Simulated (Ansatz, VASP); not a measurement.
## Two plane-wave programs on Te2Mo

File INCAR:

```
  ALGO = Normal
  EDIFF = 1E-7
  ENCUT = 520
  ISIF = 2
  ISMEAR = 0
  LASPH = True
  LCHARG = False
  LREAL = False
  LWAVE = False
  NBANDS = 49
  NELM = 60
  PREC = Accurate
  SIGMA = 0.05
```

Contents of KPOINTS:

```
k-points
0
Gamma
  12 12 1
```

File POSCAR:

```
Te2Mo
1.0
    3.6445462972      0.0000000000      0.0000000000
   -1.8222731486      3.1562696786      0.0000000000
    0.0000000000      0.0000000000     30.2065362563
Te Mo
6 3
Direct
    0.0000000000      0.0000000000      0.9405159683
    0.3333333333      0.6666666667      0.7128929968
    0.3333333333      0.6666666667      0.1682534351
    0.3333333333      0.6666666667      0.8317465649
    0.3333333333      0.6666666667      0.2871070032
    0.0000000000      0.0000000000      0.0594840317
    0.0000000000      0.0000000000      0.7722229666
    0.0000000000      0.0000000000      0.2277770334
    0.3333333333      0.6666666667      0.0000000000
```

Input for Ansatz:

```yaml
crystal:
  lattice:
    - [3.6445462972, 0.0, 0.0]
    - [-1.8222731486, 3.1562696786, 0.0]
    - [0.0, 0.0, 30.2065362563]
  atoms:
    - { symbol: Te, position: [0.0, 0.0, 0.9405159683] }
    - { symbol: Te, position: [0.3333333333, 0.6666666667, 0.7128929968] }
    - { symbol: Te, position: [0.3333333333, 0.6666666667, 0.1682534351] }
    - { symbol: Te, position: [0.3333333333, 0.6666666667, 0.8317465649] }
    - { symbol: Te, position: [0.3333333333, 0.6666666667, 0.2871070032] }
    - { symbol: Te, position: [0.0, 0.0, 0.0594840317] }
    - { symbol: Mo, position: [0.0, 0.0, 0.7722229666] }
    - { symbol: Mo, position: [0.0, 0.0, 0.2277770334] }
    - { symbol: Mo, position: [0.3333333333, 0.6666666667, 0.0] }
basis:
  ecutwfc: 420
kpoints:
  mp_grid: { grid: [12, 12, 1] }
hamiltonian:
  xc: lda
scf:
  occupations: { method: gaussian, width: 0.05 }
output:
  forces: true
  stress: true
  eigenvalues: true
```

Change from the starting cell: strain +0.050 along x and y, +0.000 along z, atoms carried along.

Alike in both runs: task single point; functional LDA; k mesh 12 × 12 × 1; occupations gaussian, width 0.05 eV; no spin polarisation.

|  | VASP | Ansatz |
| --- | --- | --- |
| version | VASP 6.6.1 | Ansatz 0.2.0 |
| potentials or method | VASP PAW LDA potentials, release 64 (Te, Mo_sv), cutoff 520 eV | scalar-relativistic, plane waves, PAW |
| valence electrons in the cell | 78 | 138 |

Ansatz gave:

* gap on the k mesh at the Fermi level (eV): 0.53
* least direct gap on the mesh (eV): 0.85
* rms of the force components (eV/Å): 0.376

**Question.** What did VASP give for the same quantities?

**Answer.** gap on the k mesh at the Fermi level (eV): 0.52; least direct gap on the mesh (eV): 0.85; rms of the force components (eV/Å): 0.354.

LDA's correlation is that of Perdew and Zunger in VASP and of Perdew and Wang (1992) in Ansatz. Atom by atom the forces differ by 0.022 eV/Å (rms over components). VASP's potentials hold 78 valence electrons a cell and Ansatz's 138, so a difference there can come from the potentials and not from the codes.

Spin-orbit coupling is off throughout.
